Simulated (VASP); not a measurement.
# MgO (Periclase) (Fm-3m) in VASP: single point with r2SCAN

Aim: the single point of MgO (Periclase) with r2SCAN.

All numbers are computed with VASP 6.6.1; they aren't measurements. Logs are shortened: lines on timing, memory, paths and dates and some standing lists are left out, and cuts for length are marked.

**Measured values to compare with.**

“Electronic structure of alkaline earth and post-transition metal oxides”, 2009, arxiv:0908.1581 quotes, for a bulk crystal of MgO: band gap 7.83 eV.

The results are compared with them further down.

### Step 1. The cell of the first run

It takes space group Fm-3m (No. 225, cubic). The conventional cell has a = 4.217 Å, b = 4.217 Å, c = 4.217 Å, α = 90.00°, β = 90.00°, γ = 90.00°. Within 2.8 Å of Mg (site symmetry m-3m) lie 6 O at 2.11 Å. Within 2.8 Å of O (site symmetry m-3m) lie 6 Mg at 2.11 Å.

### Step 2. Single point, r2SCAN

File POSCAR:

```
MgO
1.0
    0.0000000000      2.1085000000      2.1085000000
    2.1085000000      0.0000000000      2.1085000000
    2.1085000000      2.1085000000      0.0000000000
Mg O
1 1
Direct
    0.0000000000      0.0000000000      0.0000000000
    0.5000000000      0.5000000000      0.5000000000
```

File INCAR.step1:

```
  ALGO = Normal
  EDIFF = 1E-5
  ENCUT = 660
  GGA = PE
  GGA_COMPAT = False
  ISMEAR = 0
  LASPH = True
  LCHARG = False
  LREAL = False
  LWAVE = True
  NBANDS = 11
  NELM = 120
  PREC = Accurate
  SIGMA = 0.01
```

File INCAR.step2:

```
  ALGO = Normal
  EDIFF = 1E-6
  ENCUT = 660
  GGA_COMPAT = False
  ISIF = 2
  ISMEAR = 0
  ISTART = 1
  LASPH = True
  LCHARG = False
  LMIXTAU = True
  LREAL = False
  LWAVE = False
  METAGGA = R2SCAN
  NBANDS = 11
  NELM = 120
  PREC = Accurate
  SIGMA = 0.01
```

File KPOINTS:

```
k-points
0
Gamma
  9 9 9
```

Potentials or basis: VASP PAW PBE potentials, release 64 (Mg, O).

The run is started by

```console
> cat potpaw_PBE.64/Mg/POTCAR potpaw_PBE.64/O/POTCAR > POTCAR
> cp INCAR.step1 INCAR
> mpirun -np 1 vasp_std > vasp.out
> cp INCAR.step2 INCAR
> mpirun -np 1 vasp_std > vasp.out
```

OUTCAR:

```text
EDIFF = 1E-6
   ENCUT = 660
   ISIF = 2
   ISMEAR = 0
   ISTART = 1
   LASPH = True
   LREAL = False
   METAGGA = R2SCAN
   NELM = 120
   PREC = Accurate

 ion  position               nearest neighbor table
   1  0.000  0.000  0.000-   2 2.11   2 2.11   2 2.11   2 2.11   2 2.11   2 2.11
   2  0.500  0.500  0.500-   1 2.11   1 2.11   1 2.11   1 2.11   1 2.11   1 2.11

  LATTYP: Found a face centered cubic cell.
 ALAT       =     4.2170000000

  Lattice vectors:

 A1 = (   0.0000000000,   2.1085000000,   2.1085000000)
 A2 = (   2.1085000000,   0.0000000000,   2.1085000000)
 A3 = (   2.1085000000,   2.1085000000,   0.0000000000)

Analysis of symmetry for initial positions (statically):
=====================================================================
 Subroutine PRICEL returns:
 Original cell was already a primitive cell.

 Routine SETGRP: Setting up the symmetry group for a
 face centered cubic supercell.

 Subroutine GETGRP returns: Found 48 space group operations
 (whereof 48 operations were pure point group operations)
 out of a pool of 48 trial point group operations.

The static configuration has the point symmetry O_h .

Analysis of symmetry for dynamics (positions and initial velocities):
=====================================================================
 Subroutine PRICEL returns:
 Original cell was already a primitive cell.

 Routine SETGRP: Setting up the symmetry group for a
 face centered cubic supercell.

 Subroutine GETGRP returns: Found 48 space group operations
 (whereof 48 operations were pure point group operations)
 out of a pool of 48 trial point group operations.

The dynamic configuration has the point symmetry O_h .

 Subroutine INISYM returns: Found 48 space group operations
 (whereof 48 operations are pure point group operations),
 and found     1 'primitive' translations

----------------------------------------------------------------------------------------

                                     Primitive cell

  volume of cell :      18.7478

  direct lattice vectors                    reciprocal lattice vectors
     0.000000000  2.108500000  2.108500000    -0.237135404  0.237135404  0.237135404
     2.108500000  0.000000000  2.108500000     0.237135404 -0.237135404  0.237135404
     2.108500000  2.108500000  0.000000000     0.237135404  0.237135404 -0.237135404

  length of vectors
     2.981869296  2.981869296  2.981869296     0.410730569  0.410730569  0.410730569

  position of ions in fractional coordinates (direct lattice)
     0.000000000  0.000000000  0.000000000
     0.500000000  0.500000000  0.500000000

  ion indices of the primitive-cell ions
   primitive index   ion index
                 1           1
                 2           2

----------------------------------------------------------------------------------------

 KPOINTS: k-points

Automatic generation of k-mesh.
 Grid dimensions read from file:
 generate k-points for:    9    9    9

 Generating k-lattice:

  Cartesian coordinates                     Fractional coordinates (reciprocal lattice)
    -0.026348378  0.026348378  0.026348378     0.111111111  0.000000000  0.000000000
     0.026348378 -0.026348378  0.026348378     0.000000000  0.111111111  0.000000000
     0.026348378  0.026348378 -0.026348378     0.000000000  0.000000000  0.111111111

  Length of vectors
     0.045636730  0.045636730  0.045636730

  Shift w.r.t. Gamma in fractional coordinates (k-lattice)
     0.000000000  0.000000000  0.000000000

 Subroutine IBZKPT returns following result:
 ===========================================

 Found     35 irreducible k-points:

 Following reciprocal coordinates:
            Coordinates               Weight
  0.000000  0.000000  0.000000      1.000000
  0.111111  0.000000  0.000000      8.000000
  0.222222  0.000000  0.000000      8.000000
  0.333333  0.000000  0.000000      8.000000
  0.444444  0.000000  0.000000      8.000000
  0.111111  0.111111  0.000000      6.000000
[... 16 lines left out ...]
 -0.333333  0.333333  0.000000     12.000000
  0.444444  0.444444  0.000000      6.000000
 [... further k-points ...]
   k-points           NKPTS =     35   k-points in BZ     NKDIM =     35   number of bands    NBANDS=     11
   number of dos      NEDOS =    301   number of ions     NIONS =      2
   total plane-waves  NPLWV =  21952
   dimension x,y,z NGX =    28 NGY =   28 NGZ =   28
   dimension x,y,z NGXF=    56 NGYF=   56 NGZF=   56
   ions per type =               1   1
   NGX,Y,Z   is equivalent  to a cutoff of  15.61, 15.61, 15.61 a.u.
   NGXF,Y,Z  is equivalent  to a cutoff of  31.22, 31.22, 31.22 a.u.
 SYSTEM =  unknown system
   PREC   = accura    normal or accurate (medium, high low for compatibility)
   ISTART =      1    job   : 0-new  1-cont  2-samecut
   ICHARG =      0    charge: 1-file 2-atom 10-const
   ISPIN  =      1    spin polarized calculation?
   LNONCOLLINEAR =      F non collinear calculations
   LSORBIT =      F    spin-orbit coupling
   LASPH  =      T    aspherical Exc in radial PAW
   ENCUT  =  660.0 eV  48.51 Ry    6.96 a.u.   6.25  6.25  6.25*2*pi/ulx,y,z
   NELM   =    120;   NELMIN=  2; NELMDL=  0     # of ELM steps
   EDIFF  = 0.1E-05   stopping-criterion for ELM
   LREAL  =      F    real-space projection
   EDIFFG = 0.1E-04   stopping-criterion for IOM
   NSW    =      0    number of steps for IOM
   IBRION =     -1    ionic relax: 0-MD 1-quasi-New 2-CG
   NFREE  =      0    steps in history (QN), initial steepest desc. (CG)
   ISIF   =      2    stress and relaxation
   ISYM   =      2    0-nonsym 1-usesym 2-fastsym
   POTIM  = 0.5000    time-step for ionic-motion
   TEBEG  =    0.0;   TEEND  =   0.0 temperature during run
   PSTRESS=    0.0 pullay stress
   NELECT =       8.0000    total number of electrons
   NUPDOWN=      -1.0000    fix difference up-down
   EMIN   =  10.00;   EMAX   =-10.00  energy-range for DOS
   EFERMI =   0.00;   METHOD = LEGACY
   ISMEAR =     0;   SIGMA  =   0.01  broadening in eV -4-tet -1-fermi 0-gaus
   EFERMI_NEDOS =   21; number of points for ismear=-14 and -15
   IALGO  =     38    algorithm
   IMIX   =      4    mixing-type and parameters
     AMIX     =   0.40;   BMIX     =  1.00
     AMIX_MAG =   1.60;   BMIX_MAG =  1.00
  volume/ion in A,a.u.               =       9.37        63.26
  Fermi-wavevector in a.u.,A,eV,Ry     =   1.232503  2.329092 20.668107  1.519063
  Thomas-Fermi vector in A             =   2.367270
   LORBIT       =      0    0 simple, 1 ext, 2 COOP (PROOUT), +10 PAW based schemes
   METAGGA = R2SCAN    functional components
   LHFCALC =     F    Hartree Fock is set to
   AEXX    =    0.0000 exact exchange contribution
   IVDW    =     0    specifies the selected vdW correction
   LEPSILON=     F    determine dielectric tensor
   LRPA    =     F    only Hartree local field effects (RPA)
 non-spin polarized calculation
 Gauss-broadening in eV      SIGMA  =   0.01
  energy-cutoff  :      660.00
  volume of cell :       18.75
 maximum number of plane-waves:       745
 NGX is ok and might be reduce to    28
   NGX = 13   NGY = 13   NGZ = 13

 number of electron       7.9999999 magnetization

 Free energy of the ion-electron system (eV)
  ---------------------------------------------------
  ext. energy  EPLUGINS =         0.00000000
  ---------------------------------------------------
  free energy    TOTEN  =       -16.16560887 eV

  energy without entropy =      -16.16560887  energy(sigma->0) =      -16.16560887

 E-fermi :   2.8952     XC(G=0): -11.5741

 val. band max:        2.7469938856   @ k =   0.0000   0.0000   0.0000
 cond. band min:       8.3202250184   @ k =   0.0000   0.0000   0.0000
 fundamental gap:      5.5732311328
 Fermi energy:         2.8952449545

 k-point     1 :       0.0000    0.0000    0.0000
  band No.  band energies     occupation
      1     -15.4331      2.00000
      2       2.7470      2.00000
      3       2.7470      2.00000
      4       2.7470      2.00000
      5       8.3202      0.00000
      6      19.5655      0.00000
      7      19.5655      0.00000
      8      19.5655      0.00000
      9      23.7026      0.00000
     10      25.4648      0.00000
     11      25.4648      0.00000

 k-point     2 :       0.1111    0.0000    0.0000
  band No.  band energies     occupation
      1     -15.3064      2.00000
      2       1.9921      2.00000
      3       2.6628      2.00000
      4       2.6628      2.00000
      5       9.0585      0.00000
      6      18.1313      0.00000
      7      19.8701      0.00000
      8      19.8701      0.00000
      9      24.6304      0.00000
     10      24.6304      0.00000
     11      25.6407      0.00000

 k-point     3 :       0.2222    0.0000    0.0000
  band No.  band energies     occupation
      1     -14.9675      2.00000
      2       0.4990      2.00000
      3       2.4573      2.00000
      4       2.4573      2.00000
      5      10.4078      0.00000
      6      16.5815      0.00000
      7      20.4096      0.00000
      8      20.4096      0.00000
      9      24.0298      0.00000
     10      24.0298      0.00000
     11      26.3291      0.00000

 k-point     4 :       0.3333    0.0000    0.0000
  band No.  band energies     occupation
      1     -14.5435      2.00000
      2      -0.8974      2.00000
      3       2.2356      2.00000
      4       2.2356      2.00000
      5      11.2980      0.00000
      6      16.1484      0.00000
      7      20.4041      0.00000
      8      20.4041      0.00000
      9      24.9315      0.00000
     10      24.9316      0.00000
     11      25.6119      0.00000

 k-point     5 :       0.4444    0.0000    0.0000
  band No.  band energies     occupation
      1     -14.2388      2.00000
      2      -1.7338      2.00000
      3       2.0975      2.00000
      4       2.0975      2.00000
      5      11.5177      0.00000
      6      16.4413      0.00000
      7      20.1736      0.00000
      8      20.1736      0.00000
      9      25.1319      0.00000
     10      26.3940      0.00000
     11      26.3940      0.00000
[... 211 lines left out ...]
 k-point    21 :       0.4444    0.3333    0.0000
  band No.  band energies     occupation
      1     -14.1035      2.00000
      2      -1.0067      2.00000
      3       1.2370      2.00000
      4       1.5505      2.00000
      5      13.3959      0.00000
      6      13.9560      0.00000
      7      17.0851      0.00000
      8      22.4188      0.00000
      9      22.5575      0.00000
     10      29.7260      0.00000
     11      30.6596      0.00000

 k-point    22 :      -0.4444    0.3333    0.0000
  band No.  band energies     occupation
      1     -13.9603      2.00000
      2      -0.9240      2.00000
      3       0.4054      2.00000
      4       1.5703      2.00000
      5      13.6502      0.00000
      6      15.2628      0.00000
      7      16.5775      0.00000
      8      22.1555      0.00000
      9      22.3320      0.00000
     10      29.6680      0.00000
     11      31.1908      0.00000

 k-point    23 :      -0.3333    0.3333    0.0000
  band No.  band energies     occupation
      1     -13.9740      2.00000
      2      -0.4581      2.00000
      3      -0.3133      2.00000
      4       1.7297      2.00000
      5      14.0060      0.00000
      6      16.0225      0.00000
      7      16.4037      0.00000
      8      21.7422      0.00000
      9      22.7484      0.00000
     10      27.1843      0.00000
     11      31.8275      0.00000

 k-point    24 :       0.4444    0.4444    0.0000
  band No.  band energies     occupation
      1     -13.9929      2.00000
      2      -1.2652      2.00000
      3       1.4131      2.00000
      4       1.4131      2.00000
      5      12.8837      0.00000
      6      13.7427      0.00000
      7      17.0071      0.00000
      8      22.9594      0.00000
      9      22.9594      0.00000
     10      29.5908      0.00000
     11      30.6176      0.00000

 [... further k-points ...]
[... 5 lines left out ...]
  --------------------------------------------------------------------------------------
  -------------------------------------------------------------------------------------
  Total       -0.3399941     -0.3399941     -0.3399941     -0.0000000      0.0000000      0.0000000
  in kB      -29.0556860    -29.0556860    -29.0556860     -0.0000000      0.0000000      0.0000000
  external PRESSURE =     -29.0556860 kB  Pullay stress =       0.0000000 kB

 VOLUME and BASIS-vectors are now :
 -----------------------------------------------------------------------------
  energy-cutoff  :      660.00
  volume of cell :       18.75
      direct lattice vectors                 reciprocal lattice vectors
     0.000000000  2.108500000  2.108500000    -0.237135404  0.237135404  0.237135404
     2.108500000  0.000000000  2.108500000     0.237135404 -0.237135404  0.237135404
     2.108500000  2.108500000  0.000000000     0.237135404  0.237135404 -0.237135404

 POSITION                                       TOTAL-FORCE (eV/Angst)
 -----------------------------------------------------------------------------------
      0.00000      0.00000      0.00000         0.000000     -0.000000     -0.000000
      2.10850      2.10850      2.10850        -0.000000      0.000000      0.000000
 -----------------------------------------------------------------------------------
    total drift:                                0.000000      0.000000      0.000000

  FREE ENERGIE OF THE ION-ELECTRON SYSTEM (eV)
  ---------------------------------------------------
  free  energy   TOTEN  =       -16.1656088733 eV

  energy  without entropy=      -16.1656088733  energy(sigma->0) =      -16.16560887
```

It took 35 s on 1 thread of AMD EPYC 9R45 (Zen 5), shared host; peak memory 0.14 GiB.

Results:

- Free energy: -16.1656 eV
- Pressure: -2.9 GPa
- Band gap on the k mesh: 5.57 eV, direct

Levels at points of the mesh, in eV from the valence-band top:
```csv
k point,band 1,band 2,band 3,band 4,band 5,band 6,band 7,band 8,band 9
"(0.00, 0.00, 0.00)",-18.18,0.00,0.00,0.00,5.57,16.82,16.82,16.82,20.96
```

Caveat: the PAW data sets were made with another functional, which shifts forces and pressure a little.

### Step 3. Comparison with measurements

Step 2. Measured gap of MgO: 7.83 eV (quoted in “Electronic structure of alkaline earth and post-transition metal oxides”, 2009, arxiv:0908.1581). This calculation gives 5.57 eV (-2.26 eV). The value is that of r2SCAN, without temperature or zero-point motion.
